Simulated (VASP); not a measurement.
Write the native input for VASP 6.6.1 that does the following.

```
Task                   : single point
Functional             : PBEsol
Potentials or basis    : VASP PAW PBE potentials, release 64 (Zn, S)
Cutoff                 : 520 eV
k mesh                 : 8 × 8 × 5
Occupations            : fermi-dirac, width 0.03 eV
Spin                   : no spin polarisation
Dipole correction      : no
Further INCAR settings : ALGO = Normal; EDIFF = 1e-06; NBANDS = 26
```

The structure of ZnS lies in POSCAR:

```
ZnS
1.0
    3.8109987816      0.0000000000      0.0000000000
   -1.9054993908      3.3004217586      0.0000000000
    0.0000000000      0.0000000000      6.2340000000
Zn S
2 2
Direct
    0.3333333333      0.6666666667      0.0000000000
    0.6666666667      0.3333333333      0.5000000000
    0.3333333333      0.6666666667      0.3850000000
    0.6666666667      0.3333333333      0.8850000000
```

One way to write it, as run:

INCAR

```
PREC = Accurate
ENCUT = 520
EDIFF = 1E-6
ISMEAR = -1
SIGMA = 0.03
LREAL = F
LASPH = T
NELM = 100
ALGO = Normal
ISIF = 2
LWAVE = F
LCHARG = F
GGA = PS
NBANDS = 26
```

KPOINTS

```
regular mesh
0
Gamma
  8 8 5
```

Potentials or basis: VASP PAW PBE potentials, release 64 (Zn, S).

Command:

```bash
$ cat potpaw_PBE.64/Zn/POTCAR potpaw_PBE.64/S/POTCAR > POTCAR
$ mpirun -np 1 vasp_std > vasp.out
```

It gave:

```yaml
Pressure: -1.1 GPa
Largest_force: 0.309 eV/Å
Band_gap_on_the_k_mesh: 2.12 eV, direct
```

Caveat: the PAW data sets were made with another functional, which shifts forces and pressure a little.

Run time: 20 s on 1 thread of Intel(R) Xeon(R) 6975P-C (Granite Rapids), with other jobs on the host, peak memory 0.21 GiB.
